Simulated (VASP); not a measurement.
# MgO (Periclase) (I4/mmm) in VASP: further runs

The runs below take MgO (Periclase) through single point, with PBE.

Everything below comes from runs of VASP 6.6.1. Logs are shortened: lines on timing, memory, paths and dates and some standing lists are left out, and cuts for length are marked.

### 1 The cell of the first run

Symmetry: I4/mmm, No. 139, tetragonal system. Conventional cell: a = 3.002 Å, b = 3.002 Å, c = 4.217 Å, α = 90.00°, β = 90.00°, γ = 90.00°. Mg (site symmetry 4/mmm) has 6 O at 2.11 to 2.12 Å within 2.8 Å. Within 2.8 Å of O (site symmetry 4/mmm) lie 6 Mg at 2.11 to 2.12 Å.

### 2 Single point, PBE

Input file INCAR:

```
ALGO = Normal
EDIFF = 1E-6
ENCUT = 600
GGA = PE
GGA_COMPAT = F
ISIF = 2
ISMEAR = 0
LASPH = T
LCHARG = T
LELF = T
LREAL = F
LVHAR = T
LWAVE = F
NBANDS = 11
NELM = 120
PREC = Accurate
SIGMA = 0.02
```

Input file KPOINTS:

```
k-points
0
Gamma
  8 8 8
```

Input file POSCAR:

```
MgO
1.0
    0.0000000000      2.1225566667      2.1085000000
    2.1225566667      0.0000000000      2.1085000000
    2.1225566667      2.1225566667      0.0000000000
Mg O
1 1
Direct
    0.0000000000      0.0000000000      0.0000000000
    0.5000000000      0.5000000000      0.5000000000
```

Potentials or basis: VASP PAW PBE potentials, release 64 (Mg, O).

Command:

```
cat potpaw_PBE.64/Mg/POTCAR potpaw_PBE.64/O/POTCAR > POTCAR
mpirun -np 1 vasp_std > vasp.out
```

OUTCAR:

```text
EDIFF = 1E-6
   ENCUT = 600
   GGA = PE
   ISIF = 2
   ISMEAR = 0
   LASPH = T
   LREAL = F
   NELM = 120
   PREC = Accurate

 ion  position               nearest neighbor table
   1  0.000  0.000  0.000-   2 2.11   2 2.11   2 2.12   2 2.12   2 2.12   2 2.12
   2  0.500  0.500  0.500-   1 2.11   1 2.11   1 2.12   1 2.12   1 2.12   1 2.12

  LATTYP: Found a body centered tetragonal cell.
 ALAT       =     3.0017484250
 C/A-ratio  =     1.4048479096

  Lattice vectors:

 A1 = (   0.0000000000,  -2.1225566667,  -2.1085000000)
 A2 = (   0.0000000000,   2.1225566667,  -2.1085000000)
 A3 = (   2.1225566667,   0.0000000000,   2.1085000000)

Analysis of symmetry for initial positions (statically):
=====================================================================
 Subroutine PRICEL returns:
 Original cell was already a primitive cell.

 Routine SETGRP: Setting up the symmetry group for a
 body centered tetragonal supercell.

 Subroutine GETGRP returns: Found 16 space group operations
 (whereof 16 operations were pure point group operations)
 out of a pool of 16 trial point group operations.

The static configuration has the point symmetry D_4h.

Analysis of symmetry for dynamics (positions and initial velocities):
=====================================================================
 Subroutine PRICEL returns:
 Original cell was already a primitive cell.

 Routine SETGRP: Setting up the symmetry group for a
 body centered tetragonal supercell.

 Subroutine GETGRP returns: Found 16 space group operations
 (whereof 16 operations were pure point group operations)
 out of a pool of 16 trial point group operations.

The dynamic configuration has the point symmetry D_4h.

 Subroutine INISYM returns: Found 16 space group operations
 (whereof 16 operations are pure point group operations),
 and found     1 'primitive' translations

----------------------------------------------------------------------------------------

                                     Primitive cell

  volume of cell :      18.9986

  direct lattice vectors                    reciprocal lattice vectors
     0.000000000  2.122556667  2.108500000    -0.235564971  0.235564971  0.237135404
     2.122556667  0.000000000  2.108500000     0.235564971 -0.235564971  0.237135404
     2.122556667  2.122556667  0.000000000     0.235564971  0.235564971 -0.237135404

  length of vectors
     2.991825371  2.991825371  3.001748425     0.408919199  0.408919199  0.408919199

[... 83 lines left out ...]
   NSW    =      0    number of steps for IOM
   IBRION =     -1    ionic relax: 0-MD 1-quasi-New 2-CG
   NFREE  =      0    steps in history (QN), initial steepest desc. (CG)
   ISIF   =      2    stress and relaxation
   ISYM   =      2    0-nonsym 1-usesym 2-fastsym
   POTIM  = 0.5000    time-step for ionic-motion
   TEBEG  =    0.0;   TEEND  =   0.0 temperature during run
   PSTRESS=    0.0 pullay stress
   NELECT =       8.0000    total number of electrons
   NUPDOWN=      -1.0000    fix difference up-down
   EMIN   =  10.00;   EMAX   =-10.00  energy-range for DOS
   EFERMI =   0.00;   METHOD = LEGACY
   ISMEAR =     0;   SIGMA  =   0.02  broadening in eV -4-tet -1-fermi 0-gaus
   EFERMI_NEDOS =   21; number of points for ismear=-14 and -15
   IALGO  =     38    algorithm
   IMIX   =      4    mixing-type and parameters
     AMIX     =   0.40;   BMIX     =  1.00
     AMIX_MAG =   1.60;   BMIX_MAG =  1.00
  volume/ion in A,a.u.               =       9.50        64.10
  Fermi-wavevector in a.u.,A,eV,Ry     =   1.227055  2.318798 20.485808  1.505664
  Thomas-Fermi vector in A             =   2.362033
   LORBIT       =      0    0 simple, 1 ext, 2 COOP (PROOUT), +10 PAW based schemes
   GGA     = PE    functional components
   LHFCALC =     F    Hartree Fock is set to
   AEXX    =    0.0000 exact exchange contribution
   IVDW    =     0    specifies the selected vdW correction
   LEPSILON=     F    determine dielectric tensor
   LRPA    =     F    only Hartree local field effects (RPA)
 non-spin polarized calculation
 Gauss-broadening in eV      SIGMA  =   0.02
  energy-cutoff  :      600.00
  volume of cell :       19.00
 maximum number of plane-waves:       648
   NGX = 11   NGY = 11   NGZ = 11

 number of electron       8.0000005 magnetization

 Free energy of the ion-electron system (eV)
  ---------------------------------------------------
  ext. energy  EPLUGINS =         0.00000000
  ---------------------------------------------------
  free energy    TOTEN  =       -11.91393588 eV

  energy without entropy =      -11.91393588  energy(sigma->0) =      -11.91393588

 E-fermi :   3.2268     XC(G=0): -10.9989

 val. band max:        3.0651115702   @ k =   0.0000   0.0000   0.0000
 cond. band min:       7.6255733175   @ k =   0.0000   0.0000   0.0000
 fundamental gap:      4.5604617473
 Fermi energy:         3.2267567803

 k-point     1 :       0.0000    0.0000    0.0000
  band No.  band energies     occupation
      1     -14.1173      2.00000
      2       3.0500      2.00000
      3       3.0651      2.00000
      4       3.0651      2.00000
      5       7.6256      0.00000
      6      18.7444      0.00000
      7      18.7444      0.00000
      8      18.8133      0.00000
      9      22.6389      0.00000
     10      24.2871      0.00000
     11      24.5029      0.00000
[... 309 lines left out ...]
 k-point    24 :       0.3750    0.0000    0.1250
  band No.  band energies     occupation
      1     -13.1466      2.00000
      2      -0.4773      2.00000
      3       2.2235      2.00000
      4       2.3848      2.00000
      5      11.2173      0.00000
      6      14.8784      0.00000
      7      18.2432      0.00000
      8      19.8211      0.00000
      9      22.2133      0.00000
     10      25.3951      0.00000
     11      26.2484      0.00000

 [... further k-points ...]
[... 5 lines left out ...]
  --------------------------------------------------------------------------------------
  -------------------------------------------------------------------------------------
  Total        0.0653070      0.0653070      0.2184100      0.0000000      0.0000000     -0.0000000
  in kB        5.5074207      5.5074207     18.4187810      0.0000000      0.0000000     -0.0000000
  external PRESSURE =       9.8112074 kB  Pullay stress =       0.0000000 kB

 VOLUME and BASIS-vectors are now :
 -----------------------------------------------------------------------------
  energy-cutoff  :      600.00
  volume of cell :       19.00
      direct lattice vectors                 reciprocal lattice vectors
     0.000000000  2.122556667  2.108500000    -0.235564971  0.235564971  0.237135404
     2.122556667  0.000000000  2.108500000     0.235564971 -0.235564971  0.237135404
     2.122556667  2.122556667  0.000000000     0.235564971  0.235564971 -0.237135404

 POSITION                                       TOTAL-FORCE (eV/Angst)
 -----------------------------------------------------------------------------------
      0.00000      0.00000      0.00000        -0.000000      0.000000     -0.000000
      2.12256      2.12256      2.10850         0.000000     -0.000000      0.000000
 -----------------------------------------------------------------------------------
    total drift:                               -0.000000     -0.000000      0.000000

  FREE ENERGIE OF THE ION-ELECTRON SYSTEM (eV)
  ---------------------------------------------------
  free  energy   TOTEN  =       -11.9139358833 eV

  energy  without entropy=      -11.9139358833  energy(sigma->0) =      -11.91393588
```

Wall time 15 s (1 thread of AMD EPYC 7R13 (Zen 3), shared host); peak memory 0.12 GiB.

Results:

```
Free energy            : -11.9139 eV
Pressure               : 1.0 GPa
Band gap on the k mesh : 4.56 eV, direct
```

Stress tensor (GPa, compression positive):
```
0.55 0.00 0.00
0.00 0.55 0.00
0.00 0.00 1.84
```

Levels at points of the mesh, in eV from the valence-band top:
```
           k point  band 1  band 2  band 3  band 4  band 5  band 6  band 7  band 8
(0.00, 0.00, 0.00)  -17.18   -0.02    0.00    0.00    4.56   15.68   15.68   15.75
(0.50, 0.00, 0.00)  -15.94   -4.55   -0.65   -0.63    7.79   12.41   16.06   16.21
(0.50, 0.50, 0.00)  -15.68   -4.00   -1.35   -1.35    9.05    9.78   12.97   18.66
(0.50, 0.00, 0.50)  -15.69   -4.03   -1.34   -1.30    9.12    9.79   12.89   18.67
```

### 3 Single point, PBE

This run uses another cell than the first one, of 9.56 Å³/atom, 1.007 times its volume.

Input file INCAR:

```
SYSTEM = MgO
ALGO = Normal
EDIFF = 1E-6
ENCUT = 600
GGA = PE
GGA_COMPAT = .FALSE.
ISIF = 2
ISMEAR = 0
LASPH = .TRUE.
LCHARG = .TRUE.
LELF = .TRUE.
LREAL = .FALSE.
LVHAR = .TRUE.
LWAVE = .FALSE.
NBANDS = 11
NELM = 120
PREC = Accurate
SIGMA = 0.02
```

Input file KPOINTS:

```
k-points
0
G
  8 8 8
  0 0 0
```

Input file POSCAR:

```
MgO
1.0
    0.0000000000      2.1295850000      2.1085000000
    2.1295850000      0.0000000000      2.1085000000
    2.1295850000      2.1295850000      0.0000000000
Mg O
1 1
Direct
    0.0000000000      0.0000000000      0.0000000000
    0.5000000000      0.5000000000      0.5000000000
```

Potentials or basis: VASP PAW PBE potentials, release 64 (Mg, O).

Command:

```
cat potpaw_PBE.64/Mg/POTCAR potpaw_PBE.64/O/POTCAR > POTCAR
mpirun -np 1 vasp_std > vasp.out
```

OUTCAR:

```text
SYSTEM = MgO
   EDIFF = 1E-6
   ENCUT = 600
   GGA = PE
   ISIF = 2
   ISMEAR = 0
   LASPH = .TRUE.
   LREAL = .FALSE.
   NELM = 120
   PREC = Accurate

 ion  position               nearest neighbor table
   1  0.000  0.000  0.000-   2 2.11   2 2.11   2 2.13   2 2.13   2 2.13   2 2.13
   2  0.500  0.500  0.500-   1 2.11   1 2.11   1 2.13   1 2.13   1 2.13   1 2.13

  LATTYP: Found a body centered tetragonal cell.
 ALAT       =     3.0116879892
 C/A-ratio  =     1.4002114479

  Lattice vectors:

 A1 = (   0.0000000000,  -2.1295850000,  -2.1085000000)
 A2 = (   0.0000000000,   2.1295850000,  -2.1085000000)
 A3 = (   2.1295850000,   0.0000000000,   2.1085000000)

Analysis of symmetry for initial positions (statically):
=====================================================================
 Subroutine PRICEL returns:
 Original cell was already a primitive cell.

 Routine SETGRP: Setting up the symmetry group for a
 body centered tetragonal supercell.

 Subroutine GETGRP returns: Found 16 space group operations
 (whereof 16 operations were pure point group operations)
 out of a pool of 16 trial point group operations.

The static configuration has the point symmetry D_4h.

[... 165 lines left out ...]
 Fermi energy:         3.1646645665

 k-point     1 :       0.0000    0.0000    0.0000
  band No.  band energies     occupation
      1     -14.1330      2.00000
      2       2.9963      2.00000
      3       3.0190      2.00000
      4       3.0190      2.00000
      5       7.5136      0.00000
      6      18.6473      0.00000
      7      18.6473      0.00000
      8      18.7500      0.00000
      9      22.5352      0.00000
     10      24.1233      0.00000
     11      24.4457      0.00000
[... 309 lines left out ...]
 k-point    24 :       0.3750    0.0000    0.1250
  band No.  band energies     occupation
      1     -13.1752      2.00000
      2      -0.5043      2.00000
      3       2.1812      2.00000
      4       2.3445      2.00000
      5      11.1134      0.00000
      6      14.7866      0.00000
      7      18.1077      0.00000
      8      19.7194      0.00000
      9      22.0929      0.00000
     10      25.2746      0.00000
     11      26.0940      0.00000

 [... further k-points ...]
[... 5 lines left out ...]
  --------------------------------------------------------------------------------------
  -------------------------------------------------------------------------------------
  Total       -0.0825056     -0.0825056      0.1406056      0.0000000     -0.0000000     -0.0000000
  in kB       -6.9119468     -6.9119468     11.7793052      0.0000000     -0.0000000     -0.0000000
  external PRESSURE =      -0.6815294 kB  Pullay stress =       0.0000000 kB

 VOLUME and BASIS-vectors are now :
 -----------------------------------------------------------------------------
  energy-cutoff  :      600.00
  volume of cell :       19.12
      direct lattice vectors                 reciprocal lattice vectors
     0.000000000  2.129585000  2.108500000    -0.234787529  0.234787529  0.237135404
     2.129585000  0.000000000  2.108500000     0.234787529 -0.234787529  0.237135404
     2.129585000  2.129585000  0.000000000     0.234787529  0.234787529 -0.237135404

 POSITION                                       TOTAL-FORCE (eV/Angst)
 -----------------------------------------------------------------------------------
      0.00000      0.00000      0.00000         0.000000     -0.000000     -0.000000
      2.12959      2.12959      2.10850        -0.000000      0.000000      0.000000
 -----------------------------------------------------------------------------------
    total drift:                               -0.000000     -0.000000      0.000000

  FREE ENERGIE OF THE ION-ELECTRON SYSTEM (eV)
  ---------------------------------------------------
  free  energy   TOTEN  =       -11.9142072535 eV

  energy  without entropy=      -11.9142072535  energy(sigma->0) =      -11.91420725
```

Run time: 11 s. Hardware: 1 thread of AMD EPYC 7R13 (Zen 3), shared host; peak memory 0.11 GiB.

What came out:

| Item | Value |
| --- | --- |
| Free energy | -11.9142 eV |
| Pressure | -0.1 GPa |
| Band gap on the k mesh | 4.49 eV, direct |

Levels at points of the mesh, in eV from the valence-band top:
```tsv
k point	band 1	band 2	band 3	band 4	band 5	band 6	band 7	band 8
(0.00, 0.00, 0.00)	-17.15	-0.02	0.00	0.00	4.49	15.63	15.63	15.73
(0.50, 0.00, 0.00)	-15.93	-4.52	-0.64	-0.63	7.74	12.33	15.96	16.18
(0.50, 0.50, 0.00)	-15.66	-3.97	-1.35	-1.35	9.02	9.70	12.93	18.53
(0.50, 0.00, 0.50)	-15.69	-4.01	-1.34	-1.28	9.12	9.71	12.80	18.55
```

Expect the measured gap to be larger: semilocal functionals such as PBE lack the derivative discontinuity.
